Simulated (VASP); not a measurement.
# Ca2SeI2 (P6/mmm) in VASP: further runs, part 2 of 2

VASP 6.6.1. The steps go on from the part before.

### Step 3. Single point, PBE

This run uses another cell than the first one, of 48.37 Å³/atom.

Contents of INCAR:

```
SYSTEM = Ca2SeI2
ALGO = Normal ; EDIFF = 1E-6
ENCUT = 520 ; GGA = PE
ISIF = 2 ; ISMEAR = 0
LASPH = .True. ; LCHARG = .True.
LELF = .True. ; LREAL = .False.
LVHAR = .True. ; LWAVE = .False.
NBANDS = 28 ; NELM = 100
PREC = Accurate ; SIGMA = 0.1
```

Contents of KPOINTS:

```
k-points
0
Gamma
  12 12 4
  0 0 0
```

Contents of POSCAR:

```
Ca2SeI2
1.0
    5.4792570295      0.0000000000      0.0000000000
   -2.7396285148      4.7451757815      0.0000000000
    0.0000000000      0.0000000000      9.3016569382
Ca Se I
2 1 2
Direct
    0.3333333333      0.6666666667      0.0000000000
    0.6666666667      0.3333333333      0.0000000000
    0.0000000000      0.0000000000      0.0000000000
    0.0000000000      0.0000000000      0.6725572508
    0.0000000000      0.0000000000      0.3274427492
```

Potentials or basis: VASP PAW PBE potentials, release 64 (Ca_sv, Se, I).

On the command line:

```sh
$ cat potpaw_PBE.64/Ca_sv/POTCAR potpaw_PBE.64/Se/POTCAR potpaw_PBE.64/I/POTCAR > POTCAR
$ mpirun -np 1 vasp_std > vasp.out
```

OUTCAR:

```text
SYSTEM = Ca2SeI2
   EDIFF = 1E-6
   ENCUT = 520
   GGA = PE
   ISIF = 2
   ISMEAR = 0
   LASPH = .True.
   LREAL = .False.
   NELM = 100
   PREC = Accurate

 ion  position               nearest neighbor table
   1  0.333  0.667  0.000-   2 3.16   2 3.16   2 3.16
   2  0.667  0.333  0.000-   1 3.16   1 3.16   1 3.16
   3  0.000  0.000  0.000-   4 3.05   5 3.05
   4  0.000  0.000  0.673-   3 3.05   5 3.21
   5  0.000  0.000  0.327-   3 3.05   4 3.21

  LATTYP: Found a hexagonal cell.
 ALAT       =     5.4792570295
 C/A-ratio  =     1.6976128129

  Lattice vectors:

 A1 = (   5.4792570295,   0.0000000000,   0.0000000000)
 A2 = (  -2.7396285148,   4.7451757815,   0.0000000000)
 A3 = (   0.0000000000,   0.0000000000,   9.3016569382)

Analysis of symmetry for initial positions (statically):
=====================================================================
 Subroutine PRICEL returns:
 Original cell was already a primitive cell.

 Routine SETGRP: Setting up the symmetry group for a
 hexagonal supercell.

 Subroutine GETGRP returns: Found 24 space group operations
 (whereof 24 operations were pure point group operations)
 out of a pool of 24 trial point group operations.

The static configuration has the point symmetry D_6h.

Analysis of symmetry for dynamics (positions and initial velocities):
=====================================================================
 Subroutine PRICEL returns:
 Original cell was already a primitive cell.

 Routine SETGRP: Setting up the symmetry group for a
 hexagonal supercell.

 Subroutine GETGRP returns: Found 24 space group operations
 (whereof 24 operations were pure point group operations)
 out of a pool of 24 trial point group operations.

The dynamic configuration has the point symmetry D_6h.

 Subroutine INISYM returns: Found 24 space group operations
 (whereof 24 operations are pure point group operations),
 and found     1 'primitive' translations

----------------------------------------------------------------------------------------

                                     Primitive cell

  volume of cell :     241.8434

  direct lattice vectors                    reciprocal lattice vectors
     5.479257030  0.000000000  0.000000000     0.182506496  0.105370174  0.000000000
    -2.739628515  4.745175782  0.000000000     0.000000000  0.210740349  0.000000000
     0.000000000  0.000000000  9.301656938     0.000000000  0.000000000  0.107507728

  length of vectors
     5.479257030  5.479257030  9.301656938     0.210740349  0.210740349  0.107507728

  position of ions in fractional coordinates (direct lattice)
     0.333333333  0.666666667  0.000000000
     0.666666667  0.333333333  0.000000000
     0.000000000  0.000000000  0.000000000
     0.000000000  0.000000000  0.672557251
     0.000000000  0.000000000  0.327442749

  ion indices of the primitive-cell ions
   primitive index   ion index
                 1           1
                 2           2
                 3           3
                 4           4
                 5           5

----------------------------------------------------------------------------------------

 KPOINTS: k-points

Automatic generation of k-mesh.
 Grid dimensions read from file:
 generate k-points for:   12   12    4

 Generating k-lattice:

  Cartesian coordinates                     Fractional coordinates (reciprocal lattice)
     0.015208875  0.008780848  0.000000000     0.083333333 -0.000000000  0.000000000
     0.000000000  0.017561696  0.000000000     0.000000000  0.083333333  0.000000000
     0.000000000  0.000000000  0.026876932     0.000000000  0.000000000  0.250000000

  Length of vectors
     0.017561696  0.017561696  0.026876932

  Shift w.r.t. Gamma in fractional coordinates (k-lattice)
     0.000000000  0.000000000  0.000000000

 Subroutine IBZKPT returns following result:
 ===========================================

 Found     57 irreducible k-points:

 Following reciprocal coordinates:
            Coordinates               Weight
  0.000000  0.000000  0.000000      1.000000
  0.083333  0.000000  0.000000      6.000000
  0.166667  0.000000  0.000000      6.000000
  0.250000  0.000000  0.000000      6.000000
  0.333333  0.000000  0.000000      6.000000
  0.416667  0.000000  0.000000      6.000000
[... 16 lines left out ...]
  0.250000  0.000000  0.250000     12.000000
  0.333333  0.000000  0.250000     12.000000
 [... further k-points ...]
   k-points           NKPTS =     57   k-points in BZ     NKDIM =     57   number of bands    NBANDS=     28
   number of dos      NEDOS =    301   number of ions     NIONS =      5
   total plane-waves  NPLWV = 123480
   dimension x,y,z NGX =    42 NGY =   42 NGZ =   70
   dimension x,y,z NGXF=    84 NGYF=   84 NGZF=  140
   ions per type =               2   1   2
   NGX,Y,Z   is equivalent  to a cutoff of  12.74, 12.74, 12.51 a.u.
   NGXF,Y,Z  is equivalent  to a cutoff of  25.49, 25.49, 25.02 a.u.
 SYSTEM =  Ca2SeI2
   PREC   = accura    normal or accurate (medium, high low for compatibility)
   ISTART =      0    job   : 0-new  1-cont  2-samecut
   ICHARG =      2    charge: 1-file 2-atom 10-const
   ISPIN  =      1    spin polarized calculation?
   LNONCOLLINEAR =      F non collinear calculations
   LSORBIT =      F    spin-orbit coupling
   LASPH  =      T    aspherical Exc in radial PAW
   ENCUT  =  520.0 eV  38.22 Ry    6.18 a.u.  10.19 10.19 17.29*2*pi/ulx,y,z
   NELM   =    100;   NELMIN=  2; NELMDL= -5     # of ELM steps
   EDIFF  = 0.1E-05   stopping-criterion for ELM
   LREAL  =      F    real-space projection
[... 7 lines left out ...]
   TEBEG  =    0.0;   TEEND  =   0.0 temperature during run
   PSTRESS=    0.0 pullay stress
   NELECT =      40.0000    total number of electrons
   NUPDOWN=      -1.0000    fix difference up-down
   EMIN   =  10.00;   EMAX   =-10.00  energy-range for DOS
   EFERMI =   0.00;   METHOD = LEGACY
   ISMEAR =     0;   SIGMA  =   0.10  broadening in eV -4-tet -1-fermi 0-gaus
   EFERMI_NEDOS =   21; number of points for ismear=-14 and -15
   IALGO  =     38    algorithm
   IMIX   =      4    mixing-type and parameters
     AMIX     =   0.40;   BMIX     =  1.00
     AMIX_MAG =   1.60;   BMIX_MAG =  1.00
  volume/ion in A,a.u.               =      48.37       326.41
  Fermi-wavevector in a.u.,A,eV,Ry     =   0.898635  1.698174 10.987318  0.807545
  Thomas-Fermi vector in A             =   2.021369
   LORBIT       =      0    0 simple, 1 ext, 2 COOP (PROOUT), +10 PAW based schemes
   GGA     = PE    functional components
   LHFCALC =     F    Hartree Fock is set to
   AEXX    =    0.0000 exact exchange contribution
   IVDW    =     0    specifies the selected vdW correction
   LEPSILON=     F    determine dielectric tensor
   LRPA    =     F    only Hartree local field effects (RPA)
 non-spin polarized calculation
 Gauss-broadening in eV      SIGMA  =   0.10
  energy-cutoff  :      520.00
  volume of cell :      241.84
 maximum number of plane-waves:      6548
 NGX is ok and might be reduce to    42
   NGX = 21   NGY = 21   NGZ = 35

 number of electron      39.9999990 magnetization

 Free energy of the ion-electron system (eV)
  ---------------------------------------------------
  ext. energy  EPLUGINS =         0.00000000
  ---------------------------------------------------
  free energy    TOTEN  =       -12.01712785 eV

  energy without entropy =      -12.00029695  energy(sigma->0) =      -12.00871240

 E-fermi :   1.7266     XC(G=0):  -6.8113

 val. band max:        1.7079122084   @ k =   0.2500   0.0000   0.0000
 cond. band min:       1.7342674489   @ k =   0.2500   0.1667   0.0000
 fundamental gap:      0.0263552404
 Fermi energy:         1.7265957869

 k-point     1 :       0.0000    0.0000    0.0000
  band No.  band energies     occupation
      1     -41.0712      2.00000
      2     -40.9792      2.00000
      3     -22.1938      2.00000
      4     -22.1938      2.00000
      5     -22.1592      2.00000
      6     -22.0691      2.00000
[... 20 lines left out ...]
     27       3.6391      0.00000
[... 691 lines left out ...]
      6     -22.0881      2.00000
[... 20 lines left out ...]
     27       3.6436      0.00000
     28       3.8593      0.00000

 [... further k-points ...]

------------------------ aborting loop because EDIFF is reached ----------------------------------------

  FORCE on cell =-STRESS in cart. coord.  units (eV):
  Direction    XX          YY          ZZ          XY          YZ          ZX
  --------------------------------------------------------------------------------------
  -------------------------------------------------------------------------------------
  Total        0.0432506      0.0432506     -0.0417903     -0.0000000      0.0000000      0.0000000
  in kB        0.2865292      0.2865292     -0.2768545     -0.0000000      0.0000000      0.0000000
  external PRESSURE =       0.0987347 kB  Pullay stress =       0.0000000 kB

 VOLUME and BASIS-vectors are now :
 -----------------------------------------------------------------------------
  energy-cutoff  :      520.00
  volume of cell :      241.84
      direct lattice vectors                 reciprocal lattice vectors
     5.479257030  0.000000000  0.000000000     0.182506496  0.105370174  0.000000000
    -2.739628515  4.745175782  0.000000000     0.000000000  0.210740349  0.000000000
     0.000000000  0.000000000  9.301656938     0.000000000  0.000000000  0.107507728

 POSITION                                       TOTAL-FORCE (eV/Angst)
 -----------------------------------------------------------------------------------
     -0.00000      3.16345      0.00000         0.000000     -0.000000      0.000000
      2.73963      1.58173      0.00000        -0.000000      0.000000      0.000000
      0.00000      0.00000      0.00000         0.000000      0.000000      0.000000
      0.00000      0.00000      6.25590        -0.000000      0.000000     -0.005450
      0.00000      0.00000      3.04576         0.000000      0.000000      0.005450
 -----------------------------------------------------------------------------------
    total drift:                               -0.000000      0.000000      0.000000

  FREE ENERGIE OF THE ION-ELECTRON SYSTEM (eV)
  ---------------------------------------------------
  free  energy   TOTEN  =       -12.0171278517 eV

  energy  without entropy=      -12.0002969486  energy(sigma->0) =      -12.00871240
```

It took 3.6 min on 1 thread of Intel Xeon 6975P-C (Granite Rapids), shared host; peak memory 0.59 GiB.

What came out:

```yaml
Free_energy: -12.0171 eV
Pressure: 0.0 GPa
Largest_force: 0.005 eV/Å
Band_gap_on_the_k_mesh: zero (bands 20 and 21 overlap by 0.98 eV)
```

Forces in eV/Å, atoms in the order of the input:
```
Ca   0.000  0.000  0.000
Ca   0.000  0.000  0.000
Se   0.000  0.000  0.000
I    0.000  0.000 -0.005
I    0.000  0.000  0.005
```

Caveat: spin-orbit coupling is left out, which moves the levels of the heavy elements.
